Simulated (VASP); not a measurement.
Input of a VASP 6.6.1 run:

File INCAR:

```
  PREC = Accurate
  ENCUT = 520
  EDIFF = 1E-7
  ISMEAR = 0
  SIGMA = 0.05
  LREAL = False
  LASPH = True
  NELM = 100
  ALGO = Normal
  ISIF = 2
  LWAVE = False
  LCHARG = True
  GGA = PS
  LELF = True
  LVHAR = True
  NBANDS = 15
```

KPOINTS

```
regular mesh
0
Gamma
  8 8 8
```

The input POSCAR:

```
SrO
1.0
    0.0000000000      2.4894405709      2.7383846280
    2.4894405709      0.0000000000      2.7383846280
    2.4894405709      2.4894405709      0.0000000000
Sr O
1 1
Direct
    0.0000000000      0.0000000000      0.0000000000
    0.5000000000      0.5000000000      0.5000000000
```

Potentials or basis: VASP PAW PBE potentials, release 64 (Sr_sv, O).

Command:

```bash
$ cat potpaw_PBE.64/Sr_sv/POTCAR potpaw_PBE.64/O/POTCAR > POTCAR
$ mpirun -np 1 vasp_std > vasp.out
```

Estimate the pressure.

1.6 GPa.

Estimate the band gap on the k mesh.

2.98 eV, indirect (least direct gap 3.02 eV).

Stress tensor (GPa, compression positive):
```
 5.33  0.00  0.00
 0.00  5.33  0.00
 0.00  0.00 -5.99
```

Caveat: the PAW data sets were made with another functional, which shifts forces and pressure a little. A k mesh can miss the band edges.
